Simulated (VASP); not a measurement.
Write the native input for VASP 6.6.1 that does the following.

| Item | Value |
| --- | --- |
| Task | single point |
| Functional | PBE |
| Potentials or basis | VASP PAW PBE potentials, release 64 (Ru_sv) |
| Cutoff | 560 eV |
| k mesh | 17 × 17 × 15 |
| Occupations | fermi-dirac, width 0.05 eV |
| Spin | no spin polarisation |
| Dipole correction | no |
| Further INCAR settings | ALGO = Normal; EDIFF = 1e-06; NBANDS = 14 |

The structure of Ru lies in POSCAR:

```
Ru
1.0
    2.6141519665      0.0000000000      0.0000000000
   -1.3070759832      2.2639220123      0.0000000000
    0.0000000000      0.0000000000      2.4143436026
Ru
1
Direct
    0.0000000000      0.0000000000      0.0000000000
```

This isn't the form of Ru at room conditions, which is hcp.

One way to write it, as run:

INCAR

```
SYSTEM = Ru
PREC = Accurate
ENCUT = 560
EDIFF = 1E-6
ISMEAR = -1
SIGMA = 0.05
LREAL = .FALSE.
LASPH = .TRUE.
NELM = 120
ALGO = Normal
ISIF = 2
LWAVE = .FALSE.
LCHARG = .TRUE.
GGA = PE
LELF = .TRUE.
LVHAR = .TRUE.
NBANDS = 14
GGA_COMPAT = .FALSE.
```

KPOINTS

```
Automatic mesh
0
G
  17 17 15
  0 0 0
```

Potentials or basis: VASP PAW PBE potentials, release 64 (Ru_sv).

The run is started by

```console
$ cat potpaw_PBE.64/Ru_sv/POTCAR > POTCAR
$ mpirun -np 1 vasp_std > vasp.out
```

It gave:

```yaml
Pressure: 13.8 GPa
Band_gap_on_the_k_mesh: zero (bands 8 and 9 overlap by 3.64 eV)
```

Caveat: the cell stands under pressure.

Wall time 72 s on 1 thread of AMD EPYC 7571, with other jobs on the host, peak memory 0.13 GiB.
